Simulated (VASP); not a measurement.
Here is a VASP 6.6.1 calculation.

INCAR

```
SYSTEM = MgF2
ALGO = Normal
EDIFF = 1E-6
ENCUT = 600
GGA = PS
GGA_COMPAT = .FALSE.
ISIF = 2
ISMEAR = -1
LASPH = .TRUE.
LCHARG = .FALSE.
LREAL = .FALSE.
LWAVE = .FALSE.
NBANDS = 25
NELM = 120
PREC = Accurate
SIGMA = 0.02
```

Contents of KPOINTS:

```
k-points
0
G
  6 6 8
  0 0 0
```

Contents of POSCAR:

```
MgF2
1.0
    4.6391573236      0.0000000000      0.0000000000
    0.0000000000      4.6391573236      0.0000000000
    0.0000000000      0.0000000000      3.0625194069
Mg F
2 4
Direct
    0.0000000000      0.0000000000      0.0000000000
    0.5000000000      0.5000000000      0.5000000000
    0.3033964850      0.3033964850      0.0000000000
    0.1966035150      0.8033964850      0.5000000000
    0.6966035150      0.6966035150      0.0000000000
    0.8033964850      0.1966035150      0.5000000000
```

Potentials or basis: VASP PAW PBE potentials, release 64 (Mg, F).

Launch:

```console
$ cat potpaw_PBE.64/Mg/POTCAR potpaw_PBE.64/F/POTCAR > POTCAR
$ mpirun -np 1 vasp_std > vasp.out
```

(1) Estimate the pressure.

(2) What does it give for the band gap on the k mesh?

## Answers

(1) -1.0 GPa.

(2) 6.86 eV.

Caveat: the PAW data sets were made with another functional, which shifts forces and pressure a little.
